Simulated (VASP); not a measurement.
## Sn: electric field gradients with PBE

Sn:

```
Sn
1.0
    -0.06491    3.21314    3.21314
     3.21314   -0.06491    3.21314
     3.21314    3.21314   -0.06491
Sn
2
Direct
  0.50000 0.50000 0.50000
  0.75000 0.75000 0.75000
```

This cell differs from its parent crystal: equal xy, yz and zx shear strains of -2 %.

```json
{
  "Program": "VASP 6.6.1",
  "Task": "electric field gradients",
  "Functional": "PBE",
  "Potentials or basis": "VASP PAW PBE potentials, release 64 (Sn_d)",
  "Cutoff": "520 eV",
  "k mesh": "9 × 9 × 9",
  "Occupations": "fermi-dirac, width 0.03 eV",
  "Spin": "no spin polarisation",
  "Dipole correction": "no",
  "Further INCAR settings": "ALGO = Normal; EDIFF = 1e-08; NBANDS = 21"
}
```

- Pressure: 3.2 GPa
- Largest force: 0.374 eV/Å
- Band gap on the k mesh: zero (bands 14 and 15 overlap by 0.24 eV)
- Largest electric field gradient by atom: Sn -30.9 V/Å²

Forces in eV/Å, atoms in the order of the input:
```
Sn  -0.216 -0.216 -0.216
Sn   0.216  0.216  0.216
```

Stress tensor (GPa, compression positive):
```
3.23 1.12 1.12
1.12 3.23 1.12
1.12 1.12 3.23
```

Levels at points of the mesh, in eV from the Fermi level:
```
           k point  band 11  band 12  band 13  band 14  band 15  band 16  band 17  band 18
(0.00, 0.00, 0.00)   -10.57    -0.62     0.11     0.11     0.14     2.08     2.08     2.47
```

Electric field gradients, principal values (V/Å²):
| atom | least | middle | greatest (by size) |
| --- | --- | --- | --- |
| 1 Sn | 15.457 | 15.457 | -30.915 |
| 2 Sn | 15.457 | 15.457 | -30.915 |

Wall time 86 s on 1 thread of Intel(R) Xeon(R) Platinum 8375C CPU @ 2.90GHz (Ice Lake), with other jobs on the host, peak memory 0.25 GiB.

Caveat: the cell differs from its parent crystal (equal xy, yz and zx shear strains of -2 %); the cell stands under pressure; without QUAD_EFG the Cq values of the log hold for a quadrupole moment of 1 mb, not for the nuclei; spin-orbit coupling is left out, which moves the levels of the heavy elements.
